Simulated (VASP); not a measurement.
# Te (R-3m) in VASP: further runs

The runs below take Te through single point, with PBE.

All numbers are computed with VASP 6.6.1; they aren't measurements. Logs are shortened: lines on timing, memory, paths and dates and some standing lists are left out, and cuts for length are marked.

## Step 1: The cell of the first run

Symmetry: R-3m, No. 166, trigonal system. The conventional cell has a = 4.294 Å, b = 4.294 Å, c = 20.023 Å, α = 90.00°, β = 90.00°, γ = 120.00°. Within 4.0 Å of Te (site symmetry -3m) lie 6 Te at 3.07 Å. Within 4.0 Å of Te (site symmetry 3m) lie 6 Te at 3.07 to 3.94 Å.

## Step 2: Single point, PBE

Contents of INCAR:

```
SYSTEM = Te
PREC = Accurate
ENCUT = 520
EDIFF = 1E-6
ISMEAR = 0
SIGMA = 0.1
LREAL = .False.
LASPH = .True.
NELM = 100
ALGO = Normal
ISIF = 2
LWAVE = .False.
LCHARG = .False.
GGA = PE
NBANDS = 16
```

Contents of KPOINTS:

```
regular mesh
0
Gamma
  6 6 6
  0 0 0
```

Contents of POSCAR:

```
Te
1.0
    2.1471046593      1.2396314530      6.6743944793
   -2.1471046593      1.2396314530      6.6743944793
    0.0000000000     -2.4792629061      6.6743944792
Te
3
Direct
    0.0000000000      0.0000000000      0.0000000000
    0.2431816473      0.2431816473      0.2431816473
    0.7568183527      0.7568183527      0.7568183527
```

Potentials or basis: VASP PAW PBE potentials, release 64 (Te).

Run with:

```bash
cat potpaw_PBE.64/Te/POTCAR > POTCAR
mpirun -np 1 vasp_std > vasp.out
```

OUTCAR:

```text
SYSTEM = Te
   PREC = Accurate
   ENCUT = 520
   EDIFF = 1E-6
   ISMEAR = 0
   LREAL = .False.
   LASPH = .True.
   NELM = 100
   ISIF = 2
   GGA = PE

 ion  position               nearest neighbor table
   1  0.000  0.000  0.000-   3 3.07   2 3.07   3 3.07   3 3.07   2 3.07   2 3.07
   2  0.243  0.243  0.243-   1 3.07   1 3.07   1 3.07
   3  0.757  0.757  0.757-   1 3.07   1 3.07   1 3.07

  LATTYP: Found a trigonal (rhomboedric) cell.
 ALAT       =     7.1199920100
 COS(alpha) =     0.8181231550

  Lattice vectors:

 A1 = (   2.1471046593,   1.2396314530,   6.6743944793)
 A2 = (  -2.1471046593,   1.2396314530,   6.6743944793)
 A3 = (   0.0000000000,  -2.4792629061,   6.6743944792)

Analysis of symmetry for initial positions (statically):
=====================================================================
 Subroutine PRICEL returns:
 Original cell was already a primitive cell.

 Routine SETGRP: Setting up the symmetry group for a
 trigonal (rhombohedral) supercell.

 Subroutine GETGRP returns: Found 12 space group operations
 (whereof 12 operations were pure point group operations)
 out of a pool of 12 trial point group operations.

The static configuration has the point symmetry D_3d.

Analysis of symmetry for dynamics (positions and initial velocities):
=====================================================================
 Subroutine PRICEL returns:
 Original cell was already a primitive cell.

 Routine SETGRP: Setting up the symmetry group for a
 trigonal (rhombohedral) supercell.

 Subroutine GETGRP returns: Found 12 space group operations
 (whereof 12 operations were pure point group operations)
 out of a pool of 12 trial point group operations.

The dynamic configuration has the point symmetry D_3d.

 Subroutine INISYM returns: Found 12 space group operations
 (whereof 12 operations are pure point group operations),
 and found     1 'primitive' translations

----------------------------------------------------------------------------------------

                                     Primitive cell

  volume of cell :     106.5881

  direct lattice vectors                    reciprocal lattice vectors
     2.147104659  1.239631453  6.674394479     0.232871741  0.134448562  0.049942109
    -2.147104659  1.239631453  6.674394479    -0.232871741  0.134448562  0.049942109
     0.000000000 -2.479262906  6.674394479     0.000000000 -0.268897125  0.049942109

  length of vectors
     7.119992010  7.119992010  7.119992010     0.273495663  0.273495663  0.273495663

  position of ions in fractional coordinates (direct lattice)
     0.000000000  0.000000000  0.000000000
     0.243181647  0.243181647  0.243181647
     0.756818353  0.756818353  0.756818353

  ion indices of the primitive-cell ions
   primitive index   ion index
                 1           1
                 2           2
                 3           3

----------------------------------------------------------------------------------------

 KPOINTS: regular mesh

Automatic generation of k-mesh.
 Grid dimensions read from file:
 generate k-points for:    6    6    6

 Generating k-lattice:

  Cartesian coordinates                     Fractional coordinates (reciprocal lattice)
     0.038811957  0.022408094  0.008323685     0.166666667  0.000000000 -0.000000000
    -0.038811957  0.022408094  0.008323685     0.000000000  0.166666667 -0.000000000
     0.000000000 -0.044816187  0.008323685     0.000000000  0.000000000  0.166666667

  Length of vectors
     0.045582611  0.045582611  0.045582611

  Shift w.r.t. Gamma in fractional coordinates (k-lattice)
     0.000000000  0.000000000  0.000000000

 Subroutine IBZKPT returns following result:
 ===========================================

 Found     32 irreducible k-points:

 Following reciprocal coordinates:
            Coordinates               Weight
  0.000000  0.000000  0.000000      1.000000
  0.166667 -0.000000 -0.000000      6.000000
  0.333333  0.000000 -0.000000      6.000000
  0.500000  0.000000  0.000000      3.000000
  0.166667  0.166667 -0.000000      6.000000
  0.333333  0.166667 -0.000000     12.000000
[... 16 lines left out ...]
  0.500000  0.500000  0.166667      6.000000
 -0.333333  0.500000  0.166667     12.000000
 [... further k-points ...]
   k-points           NKPTS =     32   k-points in BZ     NKDIM =     32   number of bands    NBANDS=     16
   number of dos      NEDOS =    301   number of ions     NIONS =      3
   total plane-waves  NPLWV = 157464
   dimension x,y,z NGX =    54 NGY =   54 NGZ =   54
   dimension x,y,z NGXF=   108 NGYF=  108 NGZF=  108
   ions per type =               3
   NGX,Y,Z   is equivalent  to a cutoff of  12.61, 12.61, 12.61 a.u.
   NGXF,Y,Z  is equivalent  to a cutoff of  25.22, 25.22, 25.22 a.u.
 SYSTEM =  Te
   PREC   = accura    normal or accurate (medium, high low for compatibility)
   ISTART =      0    job   : 0-new  1-cont  2-samecut
   ICHARG =      2    charge: 1-file 2-atom 10-const
   ISPIN  =      1    spin polarized calculation?
   LNONCOLLINEAR =      F non collinear calculations
   LSORBIT =      F    spin-orbit coupling
   LASPH  =      T    aspherical Exc in radial PAW
   ENCUT  =  520.0 eV  38.22 Ry    6.18 a.u.  13.24 13.24 13.24*2*pi/ulx,y,z
   NELM   =    100;   NELMIN=  2; NELMDL= -5     # of ELM steps
   EDIFF  = 0.1E-05   stopping-criterion for ELM
   LREAL  =      F    real-space projection
[... 7 lines left out ...]
   TEBEG  =    0.0;   TEEND  =   0.0 temperature during run
   PSTRESS=    0.0 pullay stress
   NELECT =      18.0000    total number of electrons
   NUPDOWN=      -1.0000    fix difference up-down
   EMIN   =  10.00;   EMAX   =-10.00  energy-range for DOS
   EFERMI =   0.00;   METHOD = LEGACY
   ISMEAR =     0;   SIGMA  =   0.10  broadening in eV -4-tet -1-fermi 0-gaus
   EFERMI_NEDOS =   21; number of points for ismear=-14 and -15
   IALGO  =     38    algorithm
   IMIX   =      4    mixing-type and parameters
     AMIX     =   0.40;   BMIX     =  1.00
     AMIX_MAG =   1.60;   BMIX_MAG =  1.00
  volume/ion in A,a.u.               =      35.53       239.76
  Fermi-wavevector in a.u.,A,eV,Ry     =   0.904890  1.709995 11.140815  0.818827
  Thomas-Fermi vector in A             =   2.028392
   LORBIT       =      0    0 simple, 1 ext, 2 COOP (PROOUT), +10 PAW based schemes
   GGA     = PE    functional components
   LHFCALC =     F    Hartree Fock is set to
   AEXX    =    0.0000 exact exchange contribution
   IVDW    =     0    specifies the selected vdW correction
   LEPSILON=     F    determine dielectric tensor
   LRPA    =     F    only Hartree local field effects (RPA)
 non-spin polarized calculation
 Gauss-broadening in eV      SIGMA  =   0.10
  energy-cutoff  :      520.00
  volume of cell :      106.59
 maximum number of plane-waves:      2890
 NGX is ok and might be reduce to    54

 number of electron      17.9999999 magnetization

 Free energy of the ion-electron system (eV)
  ---------------------------------------------------
  ext. energy  EPLUGINS =         0.00000000
  ---------------------------------------------------
  free energy    TOTEN  =        -9.18294987 eV

  energy without entropy =       -9.18181527  energy(sigma->0) =       -9.18238257

 E-fermi :   5.2170     XC(G=0):  -8.8489

 val. band max:        5.1730424114   @ k =   0.5000   0.5000   0.5000
 cond. band min:       5.5107371031   @ k =   0.1667   0.1667  -0.0000
 fundamental gap:      0.3376946918
 Fermi energy:         5.2170170205

 k-point     1 :       0.0000    0.0000    0.0000
  band No.  band energies     occupation
      1      -8.3220      2.00000
      2      -5.5209      2.00000
      3      -3.8109      2.00000
      4       2.7790      2.00000
      5       2.7790      2.00000
      6       3.2615      2.00000
[... 8 lines left out ...]
     15      10.9396      0.00000
     16      11.6160      0.00000

 k-point     2 :       0.1667   -0.0000   -0.0000
  band No.  band energies     occupation
      1      -8.0876      2.00000
      2      -5.4233      2.00000
      3      -3.9669      2.00000
      4       1.3664      2.00000
      5       2.3552      2.00000
      6       2.3561      2.00000
[... 8 lines left out ...]
     15      11.4916      0.00000
     16      11.9489      0.00000

 k-point     3 :       0.3333    0.0000   -0.0000
  band No.  band energies     occupation
      1      -7.4439      2.00000
      2      -5.2693      2.00000
      3      -4.5424      2.00000
      4       0.5273      2.00000
      5       1.4191      2.00000
      6       1.7865      2.00000
[... 8 lines left out ...]
     15      12.2375      0.00000
     16      12.7578      0.00000

 k-point     4 :       0.5000    0.0000    0.0000
  band No.  band energies     occupation
      1      -6.8661      2.00000
      2      -5.5345      2.00000
      3      -4.7972      2.00000
      4       0.1998      2.00000
      5       1.4437      2.00000
      6       1.5664      2.00000
[... 8 lines left out ...]
     15      13.2614      0.00000
     16      13.3214      0.00000

 k-point     5 :       0.1667    0.1667   -0.0000
  band No.  band energies     occupation
      1      -8.0792      2.00000
      2      -5.4800      2.00000
      3      -3.9018      2.00000
      4       1.3546      2.00000
      5       2.2645      2.00000
      6       2.3115      2.00000
[... 8 lines left out ...]
     15      11.3155      0.00000
     16      12.1049      0.00000

 k-point     6 :       0.3333    0.1667   -0.0000
  band No.  band energies     occupation
      1      -7.6283      2.00000
      2      -5.3621      2.00000
      3      -4.2961      2.00000
      4       0.9007      2.00000
      5       1.0982      2.00000
      6       2.1084      2.00000
[... 8 lines left out ...]
     15      11.5956      0.00000
     16      12.6983      0.00000
[... 267 lines left out ...]
 k-point    21 :      -0.3333    0.3333    0.1667
  band No.  band energies     occupation
      1      -6.8754      2.00000
      2      -5.4170      2.00000
      3      -4.9279      2.00000
      4       0.3327      2.00000
      5       1.1151      2.00000
      6       1.5289      2.00000
[... 8 lines left out ...]
     15      12.2168      0.00000
     16      13.3704      0.00000

 k-point    22 :      -0.1667    0.3333    0.1667
  band No.  band energies     occupation
      1      -6.9131      2.00000
      2      -5.3739      2.00000
      3      -4.8748      2.00000
      4       0.2021      2.00000
      5       1.0410      2.00000
      6       1.3133      2.00000
[... 8 lines left out ...]
     15      12.1843      0.00000
     16      13.2490      0.00000

 k-point    23 :       0.5000    0.5000    0.1667
  band No.  band energies     occupation
      1      -7.3733      2.00000
      2      -5.5681      2.00000
      3      -4.3412      2.00000
      4       0.4734      2.00000
      5       1.6652      2.00000
      6       1.9342      2.00000
[... 8 lines left out ...]
     15      11.9948      0.00000
     16      12.6909      0.00000

 k-point    24 :      -0.3333    0.5000    0.1667
  band No.  band energies     occupation
      1      -6.8619      2.00000
      2      -5.4738      2.00000
      3      -4.8820      2.00000
      4       0.1977      2.00000
      5       1.0649      2.00000
      6       1.6880      2.00000
[... 8 lines left out ...]
     15      12.3924      0.00000
     16      13.2442      0.00000

 [... further k-points ...]
[... 5 lines left out ...]
  --------------------------------------------------------------------------------------
  -------------------------------------------------------------------------------------
  Total       -0.1413769     -0.1413769      0.0904654      0.0000000     -0.0000000      0.0000000
  in kB       -2.1251039     -2.1251039      1.3598282      0.0000000     -0.0000000      0.0000000
  external PRESSURE =      -0.9634598 kB  Pullay stress =       0.0000000 kB

 VOLUME and BASIS-vectors are now :
 -----------------------------------------------------------------------------
  energy-cutoff  :      520.00
  volume of cell :      106.59
      direct lattice vectors                 reciprocal lattice vectors
     2.147104659  1.239631453  6.674394479     0.232871741  0.134448562  0.049942109
    -2.147104659  1.239631453  6.674394479    -0.232871741  0.134448562  0.049942109
     0.000000000 -2.479262906  6.674394479     0.000000000 -0.268897125  0.049942109

 POSITION                                       TOTAL-FORCE (eV/Angst)
 -----------------------------------------------------------------------------------
      0.00000      0.00000      0.00000         0.000000      0.000000      0.000000
      0.00000     -0.00000      4.86927         0.000000      0.000000     -0.024439
      0.00000     -0.00000     15.15391         0.000000     -0.000000      0.024439
 -----------------------------------------------------------------------------------
    total drift:                                0.000000      0.000000     -0.000000

  FREE ENERGIE OF THE ION-ELECTRON SYSTEM (eV)
  ---------------------------------------------------
  free  energy   TOTEN  =        -9.1829498730 eV

  energy  without entropy=       -9.1818152723  energy(sigma->0) =       -9.18238257
```

It took 80 s on 1 thread of Intel Xeon Platinum 8488C (Sapphire Rapids), shared host; peak memory 0.37 GiB.

Results:

| Quantity | Value |
| --- | --- |
| Free energy | -9.1829 eV |
| Pressure | -0.1 GPa |
| Largest force | 0.024 eV/Å |

Forces on the atoms (eV/Å):
```
Te   0.000  0.000  0.000
Te   0.000  0.000 -0.024
Te   0.000  0.000  0.024
```

Levels at points of the mesh, in eV from the Fermi level:
```
           k point  band 7  band 8  band 9  band 10  band 11  band 12
(0.00, 0.00, 0.00)   -1.88   -0.89   -0.89     1.10     1.10     1.22
(0.50, 0.00, 0.00)   -2.32   -1.31   -0.99     0.56     2.28     3.26
(0.50, 0.50, 0.00)   -2.27   -0.68   -0.52     1.33     1.37     1.85
(0.50, 0.50, 0.50)   -0.60   -0.60   -0.12    -0.04     0.86     0.86
```

Caveat: spin-orbit coupling is left out, which moves the levels of the heavy elements.

## Step 3: Single point, PBE

This run uses another cell than the first one: it holds 1 atom, not 3.

Contents of INCAR:

```
PREC = Accurate
ENCUT = 500
EDIFF = 1E-6
ISMEAR = 0
SIGMA = 0.1
LREAL = F
LASPH = T
NELM = 120
ALGO = Normal
ISIF = 2
LWAVE = F
LCHARG = F
GGA = PE
NBANDS = 9
GGA_COMPAT = F
```

Contents of KPOINTS:

```
Automatic mesh
0
Gamma
  6 6 6
```

Contents of POSCAR:

```
Te
1.0
    2.3059043427      1.3313144930      1.6909537039
   -2.3059043427      1.3313144930      1.6909537039
    0.0000000000     -2.6626289859      1.6909537039
Te
1
Direct
    0.5000000000      0.5000000000      0.5000000000
```

Potentials or basis: VASP PAW PBE potentials, release 64 (Te).

Run with:

```bash
cat potpaw_PBE.64/Te/POTCAR > POTCAR
mpirun -np 1 vasp_std > vasp.out
```

It took 4.8 s on 1 thread of Intel Xeon Platinum 8488C (Sapphire Rapids), shared host; peak memory 0.13 GiB.

Results (log left out):

| Item | Value |
| --- | --- |
| Free energy | -2.9707 eV |
| Pressure | 2.0 GPa |
| Band gap on the k mesh | zero (band 3 reaches 9.53 eV, above the bottom of band 4 at 4.59 eV) |

Stress tensor (GPa, compression positive):
```
1.58 0.00 0.00
0.00 1.58 0.00
0.00 0.00 2.75
```

Levels at points of the mesh, in eV from the Fermi level:
```tsv
k point	band 1	band 2	band 3	band 4	band 5	band 6
(0.00, 0.00, 0.00)	-13.95	0.98	1.47	1.47	6.09	6.09
(0.50, 0.00, 0.00)	-12.08	-6.28	2.48	2.82	7.70	9.07
(0.50, 0.50, 0.00)	-10.19	-4.96	-4.24	2.01	3.98	10.52
(0.50, 0.50, 0.50)	-8.20	-3.41	-3.41	-2.46	3.94	3.94
```

Caveat: spin-orbit coupling is left out, which moves the levels of the heavy elements.
